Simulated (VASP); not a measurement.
# AlN (F-43m) in VASP: notebook

Runs on AlN. Level: PBE. Tasks: single point, relaxation of cell and atoms.

Program: VASP 6.6.1. These are calculated values, not measurements. Logs are shortened: lines on timing, memory, paths and dates and some standing lists are left out, and cuts for length are marked.

### Step 1. The cell of the first run

Symmetry: F-43m, No. 216, cubic system. The conventional cell has a = 4.403 Å, b = 4.403 Å, c = 4.403 Å, α = 90.00°, β = 90.00°, γ = 90.00°. Al (site symmetry -43m) has 4 N at 1.91 Å within 2.5 Å. Within 2.5 Å of N (site symmetry -43m) lie 4 Al at 1.91 Å.

### Step 2. Single point, PBE

The input, INCAR:

```
SYSTEM = AlN
ALGO = Normal
EDIFF = 1E-6
ENCUT = 520
GGA = PE
ISIF = 2
ISMEAR = 0
LASPH = .True.
LCHARG = .False.
LREAL = .False.
LWAVE = .False.
NBANDS = 11
NELM = 100
PREC = Accurate
SIGMA = 0.1
```

The input, KPOINTS:

```
k-points
0
Gamma
  6 6 6
  0 0 0
```

The input, POSCAR:

```
AlN
1.0
    0.0000000000      2.2013889347      2.2013889347
    2.2013889347      0.0000000000      2.2013889347
    2.2013889347      2.2013889347      0.0000000000
Al N
1 1
Direct
    0.2500000000      0.2500000000      0.2500000000
    0.5000000000      0.5000000000      0.5000000000
```

Potentials or basis: VASP PAW PBE potentials, release 64 (Al, N).

The run is started by

```bash
$ cat potpaw_PBE.64/Al/POTCAR potpaw_PBE.64/N/POTCAR > POTCAR
$ mpirun -np 1 vasp_std > vasp.out
```

OUTCAR:

```text
SYSTEM = AlN
   EDIFF = 1E-6
   ENCUT = 520
   GGA = PE
   ISIF = 2
   ISMEAR = 0
   LASPH = .True.
   LREAL = .False.
   NELM = 100
   PREC = Accurate

 ion  position               nearest neighbor table
   1  0.250  0.250  0.250-   2 1.91   2 1.91   2 1.91   2 1.91
   2  0.500  0.500  0.500-   1 1.91   1 1.91   1 1.91   1 1.91

  LATTYP: Found a face centered cubic cell.
 ALAT       =     4.4027778694

  Lattice vectors:

 A1 = (   0.0000000000,   2.2013889347,   2.2013889347)
 A2 = (   2.2013889347,   0.0000000000,   2.2013889347)
 A3 = (   2.2013889347,   2.2013889347,   0.0000000000)

Analysis of symmetry for initial positions (statically):
=====================================================================
 Subroutine PRICEL returns:
 Original cell was already a primitive cell.

 Routine SETGRP: Setting up the symmetry group for a
 face centered cubic supercell.

 Subroutine GETGRP returns: Found 24 space group operations
 (whereof 24 operations were pure point group operations)
 out of a pool of 48 trial point group operations.

The static configuration has the point symmetry T_d .

Analysis of symmetry for dynamics (positions and initial velocities):
=====================================================================
 Subroutine PRICEL returns:
 Original cell was already a primitive cell.

 Routine SETGRP: Setting up the symmetry group for a
 face centered cubic supercell.

 Subroutine GETGRP returns: Found 24 space group operations
 (whereof 24 operations were pure point group operations)
 out of a pool of 48 trial point group operations.

The dynamic configuration has the point symmetry T_d .

 Subroutine INISYM returns: Found 24 space group operations
 (whereof 24 operations are pure point group operations),
 and found     1 'primitive' translations

----------------------------------------------------------------------------------------

                                     Primitive cell

  volume of cell :      21.3364

  direct lattice vectors                    reciprocal lattice vectors
     0.000000000  2.201388935  2.201388935    -0.227129333  0.227129333  0.227129333
     2.201388935  0.000000000  2.201388935     0.227129333 -0.227129333  0.227129333
     2.201388935  2.201388935  0.000000000     0.227129333  0.227129333 -0.227129333

  length of vectors
     3.113234088  3.113234088  3.113234088     0.393399544  0.393399544  0.393399544

  position of ions in fractional coordinates (direct lattice)
     0.250000000  0.250000000  0.250000000
     0.500000000  0.500000000  0.500000000

  ion indices of the primitive-cell ions
   primitive index   ion index
                 1           1
                 2           2

----------------------------------------------------------------------------------------

 KPOINTS: k-points

Automatic generation of k-mesh.
 Grid dimensions read from file:
 generate k-points for:    6    6    6

 Generating k-lattice:

  Cartesian coordinates                     Fractional coordinates (reciprocal lattice)
    -0.037854889  0.037854889  0.037854889     0.166666667  0.000000000  0.000000000
     0.037854889 -0.037854889  0.037854889     0.000000000  0.166666667  0.000000000
     0.037854889  0.037854889 -0.037854889     0.000000000  0.000000000  0.166666667

  Length of vectors
     0.065566591  0.065566591  0.065566591

  Shift w.r.t. Gamma in fractional coordinates (k-lattice)
     0.000000000  0.000000000  0.000000000

 Subroutine IBZKPT returns following result:
 ===========================================

 Found     16 irreducible k-points:

 Following reciprocal coordinates:
            Coordinates               Weight
  0.000000  0.000000  0.000000      1.000000
  0.166667  0.000000  0.000000      8.000000
  0.333333  0.000000  0.000000      8.000000
  0.500000  0.000000  0.000000      4.000000
  0.166667  0.166667  0.000000      6.000000
  0.333333  0.166667  0.000000     24.000000
[... 8 lines left out ...]
 -0.333333  0.333333  0.166667     24.000000
 -0.333333  0.500000  0.166667     12.000000
   k-points           NKPTS =     16   k-points in BZ     NKDIM =     16   number of bands    NBANDS=     11
   number of dos      NEDOS =    301   number of ions     NIONS =      2
   total plane-waves  NPLWV =  13824
   dimension x,y,z NGX =    24 NGY =   24 NGZ =   24
   dimension x,y,z NGXF=    48 NGYF=   48 NGZF=   48
   ions per type =               1   1
   NGX,Y,Z   is equivalent  to a cutoff of  12.82, 12.82, 12.82 a.u.
   NGXF,Y,Z  is equivalent  to a cutoff of  25.63, 25.63, 25.63 a.u.
 SYSTEM =  AlN
   PREC   = accura    normal or accurate (medium, high low for compatibility)
   ISTART =      0    job   : 0-new  1-cont  2-samecut
   ICHARG =      2    charge: 1-file 2-atom 10-const
   ISPIN  =      1    spin polarized calculation?
   LNONCOLLINEAR =      F non collinear calculations
   LSORBIT =      F    spin-orbit coupling
   LASPH  =      T    aspherical Exc in radial PAW
   ENCUT  =  520.0 eV  38.22 Ry    6.18 a.u.   5.79  5.79  5.79*2*pi/ulx,y,z
   NELM   =    100;   NELMIN=  2; NELMDL= -5     # of ELM steps
   EDIFF  = 0.1E-05   stopping-criterion for ELM
   LREAL  =      F    real-space projection
   EDIFFG = 0.1E-04   stopping-criterion for IOM
   NSW    =      0    number of steps for IOM
   IBRION =     -1    ionic relax: 0-MD 1-quasi-New 2-CG
   NFREE  =      0    steps in history (QN), initial steepest desc. (CG)
   ISIF   =      2    stress and relaxation
   ISYM   =      2    0-nonsym 1-usesym 2-fastsym
   POTIM  = 0.5000    time-step for ionic-motion
   TEBEG  =    0.0;   TEEND  =   0.0 temperature during run
   PSTRESS=    0.0 pullay stress
   NELECT =       8.0000    total number of electrons
   NUPDOWN=      -1.0000    fix difference up-down
   EMIN   =  10.00;   EMAX   =-10.00  energy-range for DOS
   EFERMI =   0.00;   METHOD = LEGACY
   ISMEAR =     0;   SIGMA  =   0.10  broadening in eV -4-tet -1-fermi 0-gaus
   EFERMI_NEDOS =   21; number of points for ismear=-14 and -15
   IALGO  =     38    algorithm
   IMIX   =      4    mixing-type and parameters
     AMIX     =   0.40;   BMIX     =  1.00
     AMIX_MAG =   1.60;   BMIX_MAG =  1.00
  volume/ion in A,a.u.               =      10.67        71.99
  Fermi-wavevector in a.u.,A,eV,Ry     =   1.180497  2.230815 18.960699  1.393572
  Thomas-Fermi vector in A             =   2.316788
   LORBIT       =      0    0 simple, 1 ext, 2 COOP (PROOUT), +10 PAW based schemes
   GGA     = PE    functional components
   LHFCALC =     F    Hartree Fock is set to
   AEXX    =    0.0000 exact exchange contribution
   IVDW    =     0    specifies the selected vdW correction
   LEPSILON=     F    determine dielectric tensor
   LRPA    =     F    only Hartree local field effects (RPA)
 non-spin polarized calculation
 Gauss-broadening in eV      SIGMA  =   0.10
  energy-cutoff  :      520.00
  volume of cell :       21.34
 maximum number of plane-waves:       589
   NGX = 11   NGY = 11   NGZ = 11

 number of electron       8.0000001 magnetization

 Free energy of the ion-electron system (eV)
  ---------------------------------------------------
  ext. energy  EPLUGINS =         0.00000000
  ---------------------------------------------------
  free energy    TOTEN  =       -14.84561951 eV

  energy without entropy =      -14.84561951  energy(sigma->0) =      -14.84561951

 E-fermi :   6.2356     XC(G=0): -10.8297

 val. band max:        5.7499847150   @ k =   0.0000   0.0000   0.0000
 cond. band min:       9.0530892078   @ k =   0.5000   0.5000   0.0000
 fundamental gap:      3.3031044929
 Fermi energy:         6.2356016657

 k-point     1 :       0.0000    0.0000    0.0000
  band No.  band energies     occupation
      1      -9.0946      2.00000
      2       5.7500      2.00000
      3       5.7500      2.00000
      4       5.7500      2.00000
      5       9.7357      0.00000
      6      18.0742      0.00000
      7      18.0742      0.00000
      8      18.0742      0.00000
      9      23.2466      0.00000
     10      23.2466      0.00000
     11      24.6028      0.00000

 k-point     2 :       0.1667    0.0000    0.0000
  band No.  band energies     occupation
      1      -8.7085      2.00000
      2       3.9084      2.00000
      3       5.6184      2.00000
      4       5.6184      2.00000
      5      11.1646      0.00000
      6      17.1687      0.00000
      7      18.2454      0.00000
      8      18.2454      0.00000
      9      21.4642      0.00000
     10      21.4642      0.00000
     11      23.1839      0.00000

 k-point     3 :       0.3333    0.0000    0.0000
  band No.  band energies     occupation
      1      -7.7542      2.00000
      2       1.2642      2.00000
      3       5.3808      2.00000
      4       5.3808      2.00000
      5      12.5521      0.00000
      6      15.9556      0.00000
      7      17.3122      0.00000
      8      17.3122      0.00000
      9      22.8153      0.00000
     10      23.0295      0.00000
     11      23.0295      0.00000

 k-point     4 :       0.5000    0.0000    0.0000
  band No.  band energies     occupation
      1      -7.1159      2.00000
      2      -0.0059      2.00000
      3       5.2728      2.00000
      4       5.2728      2.00000
      5      12.9125      0.00000
      6      15.4516      0.00000
      7      16.7452      0.00000
      8      16.7452      0.00000
      9      23.4239      0.00000
     10      25.5287      0.00000
     11      25.5287      0.00000
[... 127 lines left out ...]
 k-point    14 :       0.5000    0.3333    0.1667
  band No.  band energies     occupation
      1      -7.0775      2.00000
      2       1.4920      2.00000
      3       3.4686      2.00000
      4       4.5489      2.00000
      5      12.1023      0.00000
      6      16.0333      0.00000
      7      16.3713      0.00000
      8      19.0179      0.00000
      9      21.2291      0.00000
     10      25.3986      0.00000
     11      28.5021      0.00000

 k-point    15 :      -0.3333    0.3333    0.1667
  band No.  band energies     occupation
      1      -6.6353      2.00000
      2       1.1973      2.00000
      3       2.8604      2.00000
      4       4.1293      2.00000
      5      12.1764      0.00000
      6      15.6201      0.00000
      7      17.5595      0.00000
      8      18.6146      0.00000
      9      22.2675      0.00000
     10      24.0930      0.00000
     11      29.3802      0.00000

 k-point    16 :      -0.3333    0.5000    0.1667
  band No.  band energies     occupation
      1      -6.4627      2.00000
      2       1.4945      2.00000
      3       3.0166      2.00000
      4       3.2947      2.00000
      5      10.9503      0.00000
      6      15.8905      0.00000
      7      18.4766      0.00000
      8      18.4897      0.00000
      9      22.0126      0.00000
     10      25.6891      0.00000
     11      29.8362      0.00000

------------------------ aborting loop because EDIFF is reached ----------------------------------------

  FORCE on cell =-STRESS in cart. coord.  units (eV):
  Direction    XX          YY          ZZ          XY          YZ          ZX
  --------------------------------------------------------------------------------------
  -------------------------------------------------------------------------------------
  Total       -0.0313981     -0.0313981     -0.0313981     -0.0000000      0.0000000     -0.0000000
  in kB       -2.3577299     -2.3577299     -2.3577299     -0.0000000      0.0000000     -0.0000000
  external PRESSURE =      -2.3577299 kB  Pullay stress =       0.0000000 kB

 VOLUME and BASIS-vectors are now :
 -----------------------------------------------------------------------------
  energy-cutoff  :      520.00
  volume of cell :       21.34
      direct lattice vectors                 reciprocal lattice vectors
     0.000000000  2.201388935  2.201388935    -0.227129333  0.227129333  0.227129333
     2.201388935  0.000000000  2.201388935     0.227129333 -0.227129333  0.227129333
     2.201388935  2.201388935  0.000000000     0.227129333  0.227129333 -0.227129333

 POSITION                                       TOTAL-FORCE (eV/Angst)
 -----------------------------------------------------------------------------------
      1.10069      1.10069      1.10069        -0.000000     -0.000000     -0.000000
      2.20139      2.20139      2.20139         0.000000      0.000000      0.000000
 -----------------------------------------------------------------------------------
    total drift:                                0.000000      0.000000      0.000000

  FREE ENERGIE OF THE ION-ELECTRON SYSTEM (eV)
  ---------------------------------------------------
  free  energy   TOTEN  =       -14.8456195143 eV

  energy  without entropy=      -14.8456195143  energy(sigma->0) =      -14.84561951
```

It took 2.9 s on 1 thread of Intel Xeon Platinum 8488C (Sapphire Rapids), shared host; peak memory 0.13 GiB.

Results:

```yaml
Free_energy: -14.8456 eV
Pressure: -0.2 GPa
Band_gap_on_the_k_mesh: 3.30 eV, indirect (least direct gap 3.99 eV)
```

A k mesh can miss the band edges. As with any semilocal functional, this PBE gap is likely too small.

### Step 3. Single point, PBE

The input, INCAR:

```
PREC = Accurate
ENCUT = 520
EDIFF = 1E-7
ISMEAR = 0
SIGMA = 0.02
LREAL = F
LASPH = T
NELM = 80
ALGO = Normal
ISIF = 2
LWAVE = F
LCHARG = F
GGA = PE
NBANDS = 11
```

The input, KPOINTS:

```
Automatic mesh
0
Gamma
  10 10 10
```

The input, POSCAR:

```
AlN
1.0
    0.0000000000      2.2014939931      2.2014939931
    2.2014939931      0.0000000000      2.2014939931
    2.2014939931      2.2014939931      0.0000000000
Al N
1 1
Direct
    0.2500000000      0.2500000000      0.2500000000
    0.5000000000      0.5000000000      0.5000000000
```

Potentials or basis: VASP PAW PBE potentials, release 64 (Al, N).

The run is started by

```bash
$ cat potpaw_PBE.64/Al/POTCAR potpaw_PBE.64/N/POTCAR > POTCAR
$ mpirun -np 1 vasp_std > vasp.out
```

It took 5.5 s on 1 thread of Intel Xeon Platinum 8488C (Sapphire Rapids), shared host; peak memory 0.13 GiB.

It converged, with:

```
Free energy            : -14.8474 eV
Pressure               : -0.2 GPa
Band gap on the k mesh : 3.31 eV, indirect (least direct gap 3.99 eV)
```

Levels at points of the mesh, in eV from the valence-band top:
```
           k point  band 1  band 2  band 3  band 4  band 5  band 6  band 7  band 8  band 9
(0.00, 0.00, 0.00)  -14.84    0.00    0.00    0.00    3.99   12.33   12.33   12.33   17.50
(0.50, 0.00, 0.00)  -12.87   -5.75   -0.48   -0.48    7.16    9.70   11.00   11.00   17.67
(0.50, 0.50, 0.00)  -12.25   -4.83   -1.75   -1.75    3.31    8.47   13.64   15.44   15.44
```

### Step 4. Relaxation of cell and atoms, PBE

The input, INCAR:

```
SYSTEM = AlN
ALGO     = Normal         ! electronic algorithm
EDIFF    = 1E-7           ! SCF threshold, eV
EDIFFG   = -0.01          ! ionic threshold
ENCUT    = 600            ! plane-wave cutoff, eV
GGA      = PE             ! functional
IBRION   = 2              ! ionic algorithm
ISIF     = 3              ! what is computed and relaxed
ISMEAR   = 0              ! smearing method
LASPH    = .TRUE.         ! aspherical terms in the spheres
LCHARG   = .FALSE.        ! write CHGCAR
LREAL    = .FALSE.        ! projectors in reciprocal space
LWAVE    = .FALSE.        ! write WAVECAR
NELM     = 80             ! most SCF steps
NSW      = 100            ! ionic steps
PREC     = Accurate       ! precision mode
SIGMA    = 0.02           ! smearing width, eV
```

The input, KPOINTS:

```
k-points
0
G
  10 10 10
  0 0 0
```

The input, POSCAR:

```
AlN
1.0
    0.0000000000      2.2013889347      2.2013889347
    2.2013889347      0.0000000000      2.2013889347
    2.2013889347      2.2013889347      0.0000000000
Al N
1 1
Direct
    0.2500000000      0.2500000000      0.2500000000
    0.5000000000      0.5000000000      0.5000000000
```

The run is started by

```bash
$ cat potpaw_PBE.64/Al/POTCAR potpaw_PBE.64/N/POTCAR > POTCAR
$ mpirun -np 1 vasp_std > vasp.out
```

Run time: 14 s. Hardware: 1 thread of Intel Xeon Platinum 8488C (Sapphire Rapids), shared host; peak memory 0.15 GiB.

The run converged. Its results:

- Free energy: -14.8490 eV
- Relaxed volume: 10.65 Å³/atom
- Relaxed cell: a = 3.111 Å, b = 3.111 Å, c = 3.111 Å, α = 60.00°, β = 60.00°, γ = 60.00°
- Space group after relaxing (to 0.05 Å): F-43m (No. 216)
- Energy gained by relaxing: 0.0 meV/atom
- Ionic steps: 3
- Pressure after relaxing: 0.0 GPa
- Band gap on the k mesh: 3.31 eV, indirect (least direct gap 4.00 eV)

Final structure:
```xyz
2
Lattice="0.0000 2.2001 2.2001 2.2001 0.0000 2.2001 2.2001 2.2001 0.0000" Properties=species:S:1:pos:R:3 pbc="T T T"
Al    1.1000    1.1000    1.1000
N     2.2001    2.2001    2.2001
```

Levels at points of the mesh, in eV from the valence-band top:
| k point | band 1 | band 2 | band 3 | band 4 | band 5 | band 6 | band 7 | band 8 |
| --- | --- | --- | --- | --- | --- | --- | --- | --- |
| (0.00, 0.00, 0.00) | -14.86 | 0.00 | 0.00 | 0.00 | 4.00 | 12.34 | 12.34 | 12.34 |
| (0.50, 0.00, 0.00) | -12.87 | -5.76 | -0.48 | -0.48 | 7.18 | 9.71 | 11.01 | 11.01 |
| (0.50, 0.50, 0.00) | -12.26 | -4.84 | -1.75 | -1.75 | 3.31 | 8.48 | 13.66 | 15.46 |

A k mesh can miss the band edges.

### Step 5. Summary

| task | cell | k mesh | cutoff (eV) | smearing | gap on the mesh (eV) | pressure (GPa) |
| --- | --- | --- | --- | --- | --- | --- |
| single point | as given | 6 × 6 × 6 | 520 | gaussian 0.1 eV | 3.30 | -0.2 |
| single point | as given | 10 × 10 × 10 | 520 | gaussian 0.02 eV | 3.31 | -0.2 |
| relaxation of cell and atoms | relaxed | 10 × 10 × 10 | 600 | gaussian 0.02 eV | 3.31 | 0.0 |

Alike in all rows: level PBE; potentials or basis VASP PAW PBE potentials, release 64 (Al, N); no spin polarisation.

Total energies depend on the potentials used, so only differences within one code and one set of settings carry meaning.
